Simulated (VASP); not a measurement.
# ZnS (F-43m) in VASP: settings compared

ZnS is run at these levels: PBE-based screened hybrid with 10 % exact exchange, HSE06; tasks: single point.

All numbers are computed with VASP 6.6.1; they aren't measurements. Logs are shortened: lines on timing, memory, paths and dates and some standing lists are left out, and cuts for length are marked.

## (1) The cell of the first run

The structure is cubic, space group F-43m (No. 216). The conventional cell has a = 5.388 Å, b = 5.388 Å, c = 5.388 Å, α = 90.00°, β = 90.00°, γ = 90.00°. Within 3.1 Å of Zn (site symmetry -43m) lie 4 S at 2.33 Å. S (site symmetry -43m) has 4 Zn at 2.33 Å within 3.1 Å.

## (2) Single point, PBE-based screened hybrid with 10 % exact exchange

The input, POSCAR:

```
ZnS
1.0
    0.0000000000      2.6940858334      2.6940858334
    2.6940858334      0.0000000000      2.6940858334
    2.6940858334      2.6940858334      0.0000000000
Zn S
1 1
Direct
    0.0000000000      0.0000000000      0.0000000000
    0.2500000000      0.2500000000      0.2500000000
```

The input, INCAR.step1:

```
  ALGO = Normal
  EDIFF = 1E-5
  ENCUT = 520
  GGA = PE
  ISIF = 2
  ISMEAR = 0
  LASPH = T
  LCHARG = F
  LREAL = F
  LWAVE = T
  NBANDS = 16
  NELM = 80
  PREC = Accurate
  SIGMA = 0.01
```

The input, INCAR.step2:

```
  AEXX = 0.1
  ALGO = Normal
  EDIFF = 1E-6
  ENCUT = 520
  GGA = PE
  HFSCREEN = 0.1
  ISIF = 2
  ISMEAR = 0
  ISTART = 1
  LASPH = T
  LCHARG = F
  LHFCALC = T
  LREAL = F
  LWAVE = F
  NBANDS = 16
  NELM = 80
  PREC = Accurate
  PRECFOCK = Normal
  SIGMA = 0.01
```

The input, KPOINTS:

```
k-points
0
Gamma
  4 4 4
```

Potentials or basis: VASP PAW PBE potentials, release 64 (Zn, S).

On the command line:

```sh
$ cat potpaw_PBE.64/Zn/POTCAR potpaw_PBE.64/S/POTCAR > POTCAR
$ cp INCAR.step1 INCAR
$ mpirun -np 1 vasp_std > vasp.out
$ cp INCAR.step2 INCAR
$ mpirun -np 1 vasp_std > vasp.out
```

OUTCAR:

```text
AEXX = 0.1
   EDIFF = 1E-6
   ENCUT = 520
   GGA = PE
   HFSCREEN = 0.1
   ISIF = 2
   ISMEAR = 0
   ISTART = 1
   LASPH = T
   LHFCALC = T
   LREAL = F
   NELM = 80
   PREC = Accurate
   PRECFOCK = Normal

 ion  position               nearest neighbor table
   1  0.000  0.000  0.000-   2 2.33   2 2.33   2 2.33   2 2.33
   2  0.250  0.250  0.250-   1 2.33   1 2.33   1 2.33   1 2.33

  LATTYP: Found a face centered cubic cell.
 ALAT       =     5.3881716668

  Lattice vectors:

 A1 = (   0.0000000000,   2.6940858334,   2.6940858334)
 A2 = (   2.6940858334,   0.0000000000,   2.6940858334)
 A3 = (   2.6940858334,   2.6940858334,   0.0000000000)

Analysis of symmetry for initial positions (statically):
=====================================================================
 Subroutine PRICEL returns:
 Original cell was already a primitive cell.

 Routine SETGRP: Setting up the symmetry group for a
 face centered cubic supercell.

 Subroutine GETGRP returns: Found 24 space group operations
 (whereof 24 operations were pure point group operations)
 out of a pool of 48 trial point group operations.

The static configuration has the point symmetry T_d .

Analysis of symmetry for dynamics (positions and initial velocities):
=====================================================================
 Subroutine PRICEL returns:
 Original cell was already a primitive cell.

 Routine SETGRP: Setting up the symmetry group for a
 face centered cubic supercell.

 Subroutine GETGRP returns: Found 24 space group operations
 (whereof 24 operations were pure point group operations)
 out of a pool of 48 trial point group operations.

The dynamic configuration has the point symmetry T_d .

 Subroutine INISYM returns: Found 24 space group operations
 (whereof 24 operations are pure point group operations),
 and found     1 'primitive' translations

----------------------------------------------------------------------------------------

                                     Primitive cell

  volume of cell :      39.1079

  direct lattice vectors                    reciprocal lattice vectors
     0.000000000  2.694085833  2.694085833    -0.185591711  0.185591711  0.185591711
     2.694085833  0.000000000  2.694085833     0.185591711 -0.185591711  0.185591711
     2.694085833  2.694085833  0.000000000     0.185591711  0.185591711 -0.185591711

  length of vectors
     3.810012724  3.810012724  3.810012724     0.321454273  0.321454273  0.321454273

  position of ions in fractional coordinates (direct lattice)
     0.000000000  0.000000000  0.000000000
     0.250000000  0.250000000  0.250000000

  ion indices of the primitive-cell ions
   primitive index   ion index
                 1           1
                 2           2

----------------------------------------------------------------------------------------

 KPOINTS: k-points

Automatic generation of k-mesh.
 Grid dimensions read from file:
 generate k-points for:    4    4    4

 Generating k-lattice:

  Cartesian coordinates                     Fractional coordinates (reciprocal lattice)
    -0.046397928  0.046397928  0.046397928     0.250000000  0.000000000  0.000000000
     0.046397928 -0.046397928  0.046397928     0.000000000  0.250000000  0.000000000
     0.046397928  0.046397928 -0.046397928     0.000000000  0.000000000  0.250000000

  Length of vectors
     0.080363568  0.080363568  0.080363568

  Shift w.r.t. Gamma in fractional coordinates (k-lattice)
     0.000000000  0.000000000  0.000000000

 Subroutine IBZKPT returns following result:
 ===========================================

 Found      8 irreducible k-points:

 Following reciprocal coordinates:
            Coordinates               Weight
  0.000000  0.000000  0.000000      1.000000
  0.250000  0.000000  0.000000      8.000000
  0.500000  0.000000  0.000000      4.000000
  0.250000  0.250000  0.000000      6.000000
  0.500000  0.250000  0.000000     24.000000
 -0.250000  0.250000  0.000000     12.000000
  0.500000  0.500000  0.000000      3.000000
 -0.250000  0.500000  0.250000      6.000000
   k-points           NKPTS =      8   k-points in BZ     NKDIM =     64   number of bands    NBANDS=     16
   number of dos      NEDOS =    301   number of ions     NIONS =      2
   total plane-waves  NPLWV =  21952
   dimension x,y,z NGX =    28 NGY =   28 NGZ =   28
   dimension x,y,z NGXF=    56 NGYF=   56 NGZF=   56
   ions per type =               1   1
   NGX,Y,Z   is equivalent  to a cutoff of  12.22, 12.22, 12.22 a.u.
   NGXF,Y,Z  is equivalent  to a cutoff of  24.44, 24.44, 24.44 a.u.
 SYSTEM =  unknown system
   PREC   = accura    normal or accurate (medium, high low for compatibility)
   ISTART =      1    job   : 0-new  1-cont  2-samecut
   ICHARG =      0    charge: 1-file 2-atom 10-const
   ISPIN  =      1    spin polarized calculation?
   LNONCOLLINEAR =      F non collinear calculations
   LSORBIT =      F    spin-orbit coupling
   LASPH  =      T    aspherical Exc in radial PAW
   ENCUT  =  520.0 eV  38.22 Ry    6.18 a.u.   7.08  7.08  7.08*2*pi/ulx,y,z
   NELM   =     80;   NELMIN=  2; NELMDL=  0     # of ELM steps
   EDIFF  = 0.1E-05   stopping-criterion for ELM
   LREAL  =      F    real-space projection
   EDIFFG = 0.1E-04   stopping-criterion for IOM
   NSW    =      0    number of steps for IOM
   IBRION =     -1    ionic relax: 0-MD 1-quasi-New 2-CG
   NFREE  =      0    steps in history (QN), initial steepest desc. (CG)
   ISIF   =      2    stress and relaxation
   ISYM   =      3    0-nonsym 1-usesym 2-fastsym
   POTIM  = 0.5000    time-step for ionic-motion
   TEBEG  =    0.0;   TEEND  =   0.0 temperature during run
   PSTRESS=    0.0 pullay stress
   NELECT =      18.0000    total number of electrons
   NUPDOWN=      -1.0000    fix difference up-down
   EMIN   =  10.00;   EMAX   =-10.00  energy-range for DOS
   EFERMI =   0.00;   METHOD = LEGACY
   ISMEAR =     0;   SIGMA  =   0.01  broadening in eV -4-tet -1-fermi 0-gaus
   EFERMI_NEDOS =   21; number of points for ismear=-14 and -15
   IALGO  =     38    algorithm
   IMIX   =      1    mixing-type and parameters
     AMIX     =   0.40;   BMIX     =  1.00
     AMIX_MAG =   1.60;   BMIX_MAG =  1.00
  volume/ion in A,a.u.               =      19.55       131.96
  Fermi-wavevector in a.u.,A,eV,Ry     =   1.263992  2.388598 21.737690  1.597675
  Thomas-Fermi vector in A             =   2.397320
   LORBIT       =      0    0 simple, 1 ext, 2 COOP (PROOUT), +10 PAW based schemes
   GGA     = PE    functional components
   LHFCALC =     T    Hartree Fock is set to
   PRECFOCK=normal    Normal, Fast or Accurate (Low or Medium for compatibility)
   ENCUT4O =  -1.0   cutoff for four orbital integrals eV
   NKREDX  =     1    reduce k-point grid by
   NKREDY  =     1    reduce k-point grid by
   NKREDZ  =     1    reduce k-point grid by
   AEXX    =    0.1000 exact exchange contribution
   HFSCREEN=    0.1000 screening length (either q_TF or 0.3 A-1)
   HFSCREENC=   0.1000 screening length for correlation (either q_TF or 0.3 A-1)
   ENCUTFOCK=  -1.0 apply spherical cutoff to Coloumb kernel
   IVDW    =     0    specifies the selected vdW correction
   LEPSILON=     F    determine dielectric tensor
   LRPA    =     F    only Hartree local field effects (RPA)
 non-spin polarized calculation
 Gauss-broadening in eV      SIGMA  =   0.01
  energy-cutoff  :      520.00
  volume of cell :       39.11
 maximum number of plane-waves:      1067
  NGX = 24; NGY = 24; NGZ = 24

 number of electron      18.0000006 magnetization

 Free energy of the ion-electron system (eV)
  ---------------------------------------------------
  ext. energy  EPLUGINS =         0.00000000
  ---------------------------------------------------
  free energy    TOTEN  =        -7.51246092 eV

  energy without entropy =       -7.51246092  energy(sigma->0) =       -7.51246092

 E-fermi :   1.9192     XC(G=0):  -8.9192

 val. band max:        1.8450768914   @ k =   0.0000   0.0000   0.0000
 cond. band min:       4.6187477431   @ k =   0.0000   0.0000   0.0000
 fundamental gap:      2.7736708518
 Fermi energy:         1.9191883696

 k-point     1 :       0.0000    0.0000    0.0000
  band No.  band energies     occupation
      1     -11.8445      2.00000
      2      -5.1495      2.00000
      3      -5.1495      2.00000
      4      -5.1495      2.00000
      5      -4.6668      2.00000
      6      -4.6668      2.00000
      7       1.8451      2.00000
      8       1.8451      2.00000
      9       1.8451      2.00000
     10       4.6187      0.00000
     11       8.8826      0.00000
     12       8.8826      0.00000
     13       8.8826      0.00000
     14      14.3357      0.00000
     15      14.3357      0.00000
     16      14.5109      0.00000

 k-point     2 :       0.2500    0.0000    0.0000
  band No.  band energies     occupation
      1     -11.4013      2.00000
      2      -5.0829      2.00000
      3      -5.0828      2.00000
      4      -5.0696      2.00000
      5      -4.6656      2.00000
      6      -4.6656      2.00000
      7      -1.1184      2.00000
      8       1.3572      2.00000
      9       1.3572      2.00000
     10       5.9860      0.00000
     11       9.4741      0.00000
     12       9.5264      0.00000
     13       9.5264      0.00000
     14      13.5087      0.00000
     15      13.5087      0.00000
     16      14.7436      0.00000

 k-point     3 :       0.5000    0.0000    0.0000
  band No.  band energies     occupation
      1     -10.8713      2.00000
      2      -5.0355      2.00000
      3      -5.0355      2.00000
      4      -4.6380      2.00000
      5      -4.6380      2.00000
      6      -4.4462      2.00000
      7      -3.6541      2.00000
      8       0.9423      2.00000
      9       0.9423      2.00000
     10       5.8002      0.00000
     11       9.4039      0.00000
     12       9.4039      0.00000
     13      11.4391      0.00000
     14      14.7771      0.00000
     15      16.0645      0.00000
     16      16.0645      0.00000

 k-point     4 :       0.2500    0.2500    0.0000
  band No.  band energies     occupation
      1     -11.2531      2.00000
      2      -5.1609      2.00000
      3      -5.0039      2.00000
      4      -5.0039      2.00000
      5      -4.7039      2.00000
      6      -4.6300      2.00000
      7      -0.8322      2.00000
      8       0.5538      2.00000
      9       0.5538      2.00000
     10       6.9097      0.00000
     11       7.0999      0.00000
     12      11.1248      0.00000
     13      11.1248      0.00000
     14      11.3258      0.00000
     15      15.1324      0.00000
     16      18.5221      0.00000

 k-point     5 :       0.5000    0.2500    0.0000
  band No.  band energies     occupation
      1     -10.7210      2.00000
      2      -5.0408      2.00000
      3      -4.9259      2.00000
      4      -4.8047      2.00000
      5      -4.6247      2.00000
      6      -4.4678      2.00000
      7      -2.8487      2.00000
      8      -0.6583      2.00000
      9       0.1807      2.00000
     10       6.7700      0.00000
     11       8.5156      0.00000
     12      10.6613      0.00000
     13      11.4108      0.00000
     14      14.3739      0.00000
     15      16.1913      0.00000
     16      17.5926      0.00000

 k-point     6 :      -0.2500    0.2500    0.0000
  band No.  band energies     occupation
      1     -10.8993      2.00000
      2      -5.0215      2.00000
      3      -4.9938      2.00000
      4      -4.8227      2.00000
      5      -4.6822      2.00000
      6      -4.5916      2.00000
      7      -2.3084      2.00000
      8      -0.7794      2.00000
      9       0.9039      2.00000
     10       7.3814      0.00000
     11       9.1773      0.00000
     12       9.7962      0.00000
     13      10.4505      0.00000
     14      12.9133      0.00000
     15      15.9493      0.00000
     16      17.3576      0.00000

 k-point     7 :       0.5000    0.5000    0.0000
  band No.  band energies     occupation
      1     -10.5453      2.00000
      2      -5.1101      2.00000
      3      -4.8142      2.00000
      4      -4.8142      2.00000
      5      -4.5931      2.00000
      6      -4.4237      2.00000
      7      -2.9656      2.00000
      8      -0.4700      2.00000
      9      -0.4700      2.00000
     10       5.7466      0.00000
     11       6.5257      0.00000
     12      13.6720      0.00000
     13      14.7174      0.00000
     14      14.7174      0.00000
     15      16.3628      0.00000
     16      17.2030      0.00000

 k-point     8 :      -0.2500    0.5000    0.2500
  band No.  band energies     occupation
      1     -10.5398      2.00000
      2      -4.9984      2.00000
      3      -4.8810      2.00000
      4      -4.7075      2.00000
      5      -4.7030      2.00000
      6      -4.2405      2.00000
      7      -2.9108      2.00000
      8      -1.0264      2.00000
      9      -1.0032      2.00000
     10       8.1158      0.00000
     11       8.6675      0.00000
     12      10.4204      0.00000
     13      10.6979      0.00000
     14      15.2000      0.00000
     15      16.6347      0.00000
     16      17.5357      0.00000

------------------------ aborting loop because EDIFF is reached ----------------------------------------

  FORCE on cell =-STRESS in cart. coord.  units (eV):
  Direction    XX          YY          ZZ          XY          YZ          ZX
  --------------------------------------------------------------------------------------
  -------------------------------------------------------------------------------------
  Total        0.5564110      0.5564110      0.5564110     -0.0000000      0.0000000      0.0000000
  in kB       22.7951253     22.7951253     22.7951253     -0.0000000      0.0000000      0.0000000
  external PRESSURE =      22.7951253 kB  Pullay stress =       0.0000000 kB

 VOLUME and BASIS-vectors are now :
 -----------------------------------------------------------------------------
  energy-cutoff  :      520.00
  volume of cell :       39.11
      direct lattice vectors                 reciprocal lattice vectors
     0.000000000  2.694085833  2.694085833    -0.185591711  0.185591711  0.185591711
     2.694085833  0.000000000  2.694085833     0.185591711 -0.185591711  0.185591711
     2.694085833  2.694085833  0.000000000     0.185591711  0.185591711 -0.185591711

 POSITION                                       TOTAL-FORCE (eV/Angst)
 -----------------------------------------------------------------------------------
      0.00000      0.00000      0.00000        -0.000000      0.000000     -0.000000
      1.34704      1.34704      1.34704         0.000000     -0.000000      0.000000
 -----------------------------------------------------------------------------------
    total drift:                                0.000119      0.000094      0.000067

  FREE ENERGIE OF THE ION-ELECTRON SYSTEM (eV)
  ---------------------------------------------------
  free  energy   TOTEN  =        -7.5124609197 eV

  energy  without entropy=       -7.5124609197  energy(sigma->0) =       -7.51246092
```

It took 13 min on 1 thread of AMD EPYC 7R43 (Zen 3), shared host; peak memory 0.22 GiB.

What came out:

```
Free energy            : -7.5125 eV
Pressure               : 2.3 GPa
Band gap on the k mesh : 2.77 eV
```

Caveat: the k points lie up to 0.50 Å⁻¹ apart; the PAW data sets were made with another functional, which shifts forces and pressure a little.

(Part 1 of 2 ends here.)
